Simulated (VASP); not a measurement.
# ZnSe (F-43m) in VASP: a series of runs

ZnSe is run at these levels: r2SCAN, PBE, LDA; tasks: single point.

All numbers are computed with VASP 6.6.1; they aren't measurements. Logs are shortened: lines on timing, memory, paths and dates and some standing lists are left out, and cuts for length are marked.

### Step 1. The cell of the first run

The structure is cubic, space group F-43m (No. 216). The conventional cell has a = 5.665 Å, b = 5.665 Å, c = 5.665 Å, α = 90.00°, β = 90.00°, γ = 90.00°. Within 3.2 Å of Zn (site symmetry -43m) lie 4 Se at 2.45 Å. Se (site symmetry -43m) has 4 Zn at 2.45 Å within 3.2 Å.

### Step 2. Single point, r2SCAN

POSCAR

```
ZnSe
1.0
    0.0000000000      2.8324206839      2.8324206839
    2.8324206839      0.0000000000      2.8324206839
    2.8324206839      2.8324206839      0.0000000000
Zn Se
1 1
Direct
    0.0000000000      0.0000000000      0.0000000000
    0.2500000000      0.2500000000      0.2500000000
```

INCAR.step1

```
PREC = Accurate
ENCUT = 520
ISMEAR = 0
SIGMA = 0.01
LREAL = F
LASPH = T
NELM = 80
NBANDS = 16
GGA = PE
ALGO = Normal
EDIFF = 1E-4
LWAVE = T
LCHARG = F
```

INCAR.step2

```
PREC = Accurate
ENCUT = 520
EDIFF = 1E-6
ISMEAR = 0
SIGMA = 0.01
LREAL = F
LASPH = T
NELM = 80
ALGO = Normal
ISIF = 2
LWAVE = F
LCHARG = T
METAGGA = R2SCAN
LMIXTAU = T
LELF = T
LVHAR = T
NBANDS = 16
ISTART = 1
```

KPOINTS

```
Automatic mesh
0
Gamma
  4 4 4
```

Potentials or basis: VASP PAW PBE potentials, release 64 (Zn, Se).

Started as:

```sh
$ cat potpaw_PBE.64/Zn/POTCAR potpaw_PBE.64/Se/POTCAR > POTCAR
$ cp INCAR.step1 INCAR
$ mpirun -np 1 vasp_std > vasp.out
$ cp INCAR.step2 INCAR
$ mpirun -np 1 vasp_std > vasp.out
```

OUTCAR:

```text
PREC = Accurate
   ENCUT = 520
   EDIFF = 1E-6
   ISMEAR = 0
   LREAL = F
   LASPH = T
   NELM = 80
   ISIF = 2
   METAGGA = R2SCAN
   ISTART = 1

 ion  position               nearest neighbor table
   1  0.000  0.000  0.000-   2 2.45   2 2.45   2 2.45   2 2.45
   2  0.250  0.250  0.250-   1 2.45   1 2.45   1 2.45   1 2.45

  LATTYP: Found a face centered cubic cell.
 ALAT       =     5.6648413678

  Lattice vectors:

 A1 = (   0.0000000000,   2.8324206839,   2.8324206839)
 A2 = (   2.8324206839,   0.0000000000,   2.8324206839)
 A3 = (   2.8324206839,   2.8324206839,   0.0000000000)

Analysis of symmetry for initial positions (statically):
=====================================================================
 Subroutine PRICEL returns:
 Original cell was already a primitive cell.

 Routine SETGRP: Setting up the symmetry group for a
 face centered cubic supercell.

 Subroutine GETGRP returns: Found 24 space group operations
 (whereof 24 operations were pure point group operations)
 out of a pool of 48 trial point group operations.

The static configuration has the point symmetry T_d .

Analysis of symmetry for dynamics (positions and initial velocities):
=====================================================================
 Subroutine PRICEL returns:
 Original cell was already a primitive cell.

 Routine SETGRP: Setting up the symmetry group for a
 face centered cubic supercell.

 Subroutine GETGRP returns: Found 24 space group operations
 (whereof 24 operations were pure point group operations)
 out of a pool of 48 trial point group operations.

The dynamic configuration has the point symmetry T_d .

 Subroutine INISYM returns: Found 24 space group operations
 (whereof 24 operations are pure point group operations),
 and found     1 'primitive' translations

----------------------------------------------------------------------------------------

                                     Primitive cell

  volume of cell :      45.4468

  direct lattice vectors                    reciprocal lattice vectors
     0.000000000  2.832420684  2.832420684    -0.176527450  0.176527450  0.176527450
     2.832420684  0.000000000  2.832420684     0.176527450 -0.176527450  0.176527450
     2.832420684  2.832420684  0.000000000     0.176527450  0.176527450 -0.176527450

  length of vectors
     4.005647746  4.005647746  4.005647746     0.305754512  0.305754512  0.305754512

  position of ions in fractional coordinates (direct lattice)
     0.000000000  0.000000000  0.000000000
     0.250000000  0.250000000  0.250000000

  ion indices of the primitive-cell ions
   primitive index   ion index
                 1           1
                 2           2

----------------------------------------------------------------------------------------

 KPOINTS: Automatic mesh

Automatic generation of k-mesh.
 Grid dimensions read from file:
 generate k-points for:    4    4    4

 Generating k-lattice:

  Cartesian coordinates                     Fractional coordinates (reciprocal lattice)
    -0.044131862  0.044131862  0.044131862     0.250000000  0.000000000  0.000000000
     0.044131862 -0.044131862  0.044131862     0.000000000  0.250000000  0.000000000
     0.044131862  0.044131862 -0.044131862     0.000000000  0.000000000  0.250000000

  Length of vectors
     0.076438628  0.076438628  0.076438628

  Shift w.r.t. Gamma in fractional coordinates (k-lattice)
     0.000000000  0.000000000  0.000000000

 Subroutine IBZKPT returns following result:
 ===========================================

 Found      8 irreducible k-points:

 Following reciprocal coordinates:
            Coordinates               Weight
  0.000000  0.000000  0.000000      1.000000
  0.250000  0.000000  0.000000      8.000000
  0.500000  0.000000  0.000000      4.000000
  0.250000  0.250000  0.000000      6.000000
  0.500000  0.250000  0.000000     24.000000
 -0.250000  0.250000  0.000000     12.000000
  0.500000  0.500000  0.000000      3.000000
 -0.250000  0.500000  0.250000      6.000000
   k-points           NKPTS =      8   k-points in BZ     NKDIM =      8   number of bands    NBANDS=     16
   number of dos      NEDOS =    301   number of ions     NIONS =      2
   total plane-waves  NPLWV =  27000
   dimension x,y,z NGX =    30 NGY =   30 NGZ =   30
   dimension x,y,z NGXF=    60 NGYF=   60 NGZF=   60
   ions per type =               1   1
   NGX,Y,Z   is equivalent  to a cutoff of  12.45, 12.45, 12.45 a.u.
   NGXF,Y,Z  is equivalent  to a cutoff of  24.90, 24.90, 24.90 a.u.
 SYSTEM =  unknown system
   PREC   = accura    normal or accurate (medium, high low for compatibility)
   ISTART =      1    job   : 0-new  1-cont  2-samecut
   ICHARG =      0    charge: 1-file 2-atom 10-const
   ISPIN  =      1    spin polarized calculation?
   LNONCOLLINEAR =      F non collinear calculations
   LSORBIT =      F    spin-orbit coupling
   LASPH  =      T    aspherical Exc in radial PAW
   ENCUT  =  520.0 eV  38.22 Ry    6.18 a.u.   7.45  7.45  7.45*2*pi/ulx,y,z
   NELM   =     80;   NELMIN=  2; NELMDL=  0     # of ELM steps
   EDIFF  = 0.1E-05   stopping-criterion for ELM
   LREAL  =      F    real-space projection
   EDIFFG = 0.1E-04   stopping-criterion for IOM
   NSW    =      0    number of steps for IOM
   IBRION =     -1    ionic relax: 0-MD 1-quasi-New 2-CG
   NFREE  =      0    steps in history (QN), initial steepest desc. (CG)
   ISIF   =      2    stress and relaxation
   ISYM   =      2    0-nonsym 1-usesym 2-fastsym
   POTIM  = 0.5000    time-step for ionic-motion
   TEBEG  =    0.0;   TEEND  =   0.0 temperature during run
   PSTRESS=    0.0 pullay stress
   NELECT =      18.0000    total number of electrons
   NUPDOWN=      -1.0000    fix difference up-down
   EMIN   =  10.00;   EMAX   =-10.00  energy-range for DOS
   EFERMI =   0.00;   METHOD = LEGACY
   ISMEAR =     0;   SIGMA  =   0.01  broadening in eV -4-tet -1-fermi 0-gaus
   EFERMI_NEDOS =   21; number of points for ismear=-14 and -15
   IALGO  =     38    algorithm
   IMIX   =      4    mixing-type and parameters
     AMIX     =   0.40;   BMIX     =  1.00
     AMIX_MAG =   1.60;   BMIX_MAG =  1.00
  volume/ion in A,a.u.               =      22.72       153.35
  Fermi-wavevector in a.u.,A,eV,Ry     =   1.202259  2.271939 19.666213  1.445426
  Thomas-Fermi vector in A             =   2.338045
   LORBIT       =      0    0 simple, 1 ext, 2 COOP (PROOUT), +10 PAW based schemes
   METAGGA = R2SCAN    functional components
   LHFCALC =     F    Hartree Fock is set to
   AEXX    =    0.0000 exact exchange contribution
   IVDW    =     0    specifies the selected vdW correction
   LEPSILON=     F    determine dielectric tensor
   LRPA    =     F    only Hartree local field effects (RPA)
 non-spin polarized calculation
 Gauss-broadening in eV      SIGMA  =   0.01
  energy-cutoff  :      520.00
  volume of cell :       45.45
 maximum number of plane-waves:      1243
 NGX is ok and might be reduce to    30
   NGX = 15   NGY = 15   NGZ = 15

 number of electron      18.0000011 magnetization

 Free energy of the ion-electron system (eV)
  ---------------------------------------------------
  ext. energy  EPLUGINS =         0.00000000
  ---------------------------------------------------
  free energy    TOTEN  =       -24.85150081 eV

  energy without entropy =      -24.85150081  energy(sigma->0) =      -24.85150081

 E-fermi :   1.4243     XC(G=0):  -9.9171

 val. band max:        1.3362481698   @ k =   0.0000   0.0000   0.0000
 cond. band min:       3.1995630293   @ k =   0.0000   0.0000   0.0000
 fundamental gap:      1.8633148596
 Fermi energy:         1.4242740146

 k-point     1 :       0.0000    0.0000    0.0000
  band No.  band energies     occupation
      1     -12.3814      2.00000
      2      -5.3876      2.00000
      3      -5.3876      2.00000
      4      -5.3876      2.00000
      5      -4.9811      2.00000
      6      -4.9811      2.00000
[... 8 lines left out ...]
     15      13.3527      0.00000
     16      13.3527      0.00000

 k-point     2 :       0.2500    0.0000    0.0000
  band No.  band energies     occupation
      1     -12.0050      2.00000
      2      -5.3335      2.00000
      3      -5.3335      2.00000
      4      -5.3155      2.00000
      5      -4.9811      2.00000
      6      -4.9810      2.00000
[... 8 lines left out ...]
     15      12.3265      0.00000
     16      12.6388      0.00000

 k-point     3 :       0.5000    0.0000    0.0000
  band No.  band energies     occupation
      1     -11.5612      2.00000
      2      -5.2922      2.00000
      3      -5.2922      2.00000
      4      -4.9636      2.00000
      5      -4.9635      2.00000
      6      -4.8245      2.00000
[... 8 lines left out ...]
     15      15.1432      0.00000
     16      15.1433      0.00000

 k-point     4 :       0.2500    0.2500    0.0000
  band No.  band energies     occupation
      1     -11.8784      2.00000
      2      -5.3879      2.00000
      3      -5.2708      2.00000
      4      -5.2708      2.00000
      5      -5.0070      2.00000
      6      -4.9560      2.00000
[... 8 lines left out ...]
     15      14.2581      0.00000
     16      15.8706      0.00000

 k-point     5 :       0.5000    0.2500    0.0000
  band No.  band energies     occupation
      1     -11.4306      2.00000
      2      -5.2893      2.00000
      3      -5.2074      2.00000
      4      -5.0913      2.00000
      5      -4.9537      2.00000
      6      -4.8417      2.00000
[... 8 lines left out ...]
     15      15.2999      0.00000
     16      16.2162      0.00000

 k-point     6 :      -0.2500    0.2500    0.0000
  band No.  band energies     occupation
      1     -11.5810      2.00000
      2      -5.2778      2.00000
      3      -5.2635      2.00000
      4      -5.1063      2.00000
      5      -4.9932      2.00000
      6      -4.9349      2.00000
[... 8 lines left out ...]
     15      14.0914      0.00000
     16      16.1897      0.00000

 k-point     7 :       0.5000    0.5000    0.0000
  band No.  band energies     occupation
      1     -11.2818      2.00000
      2      -5.3283      2.00000
      3      -5.1206      2.00000
      4      -5.1206      2.00000
      5      -4.9309      2.00000
      6      -4.8002      2.00000
[... 8 lines left out ...]
     15      15.9209      0.00000
     16      16.4455      0.00000

 k-point     8 :      -0.2500    0.5000    0.2500
  band No.  band energies     occupation
      1     -11.2766      2.00000
      2      -5.2547      2.00000
      3      -5.1651      2.00000
      4      -5.0178      2.00000
      5      -5.0143      2.00000
      6      -4.6789      2.00000
[... 8 lines left out ...]
     15      15.7953      0.00000
     16      16.2538      0.00000

------------------------ aborting loop because EDIFF is reached ----------------------------------------

  FORCE on cell =-STRESS in cart. coord.  units (eV):
  Direction    XX          YY          ZZ          XY          YZ          ZX
  --------------------------------------------------------------------------------------
  -------------------------------------------------------------------------------------
  Total        0.1247556      0.1247556      0.1247556      0.0000000      0.0000000     -0.0000000
  in kB        4.3981219      4.3981219      4.3981219      0.0000000      0.0000000     -0.0000000
  external PRESSURE =       4.3981219 kB  Pullay stress =       0.0000000 kB

 VOLUME and BASIS-vectors are now :
 -----------------------------------------------------------------------------
  energy-cutoff  :      520.00
  volume of cell :       45.45
      direct lattice vectors                 reciprocal lattice vectors
     0.000000000  2.832420684  2.832420684    -0.176527450  0.176527450  0.176527450
     2.832420684  0.000000000  2.832420684     0.176527450 -0.176527450  0.176527450
     2.832420684  2.832420684  0.000000000     0.176527450  0.176527450 -0.176527450

 POSITION                                       TOTAL-FORCE (eV/Angst)
 -----------------------------------------------------------------------------------
      0.00000      0.00000      0.00000         0.000000      0.000000      0.000000
      1.41621      1.41621      1.41621        -0.000000     -0.000000     -0.000000
 -----------------------------------------------------------------------------------
    total drift:                                0.000022      0.000022      0.000022

  FREE ENERGIE OF THE ION-ELECTRON SYSTEM (eV)
  ---------------------------------------------------
  free  energy   TOTEN  =       -24.8515008088 eV

  energy  without entropy=      -24.8515008088  energy(sigma->0) =      -24.85150081
```

Wall time 34 s (1 thread of Intel Xeon 6975P-C (Granite Rapids), shared host); peak memory 0.17 GiB.

Results:

- Free energy: -24.8515 eV
- Pressure: 0.4 GPa
- Band gap on the k mesh: 1.86 eV, direct

Caveat: the k points lie up to 0.48 Å⁻¹ apart; the PAW data sets were made with another functional, which shifts forces and pressure a little.

(Continued in part 2 of 2.)
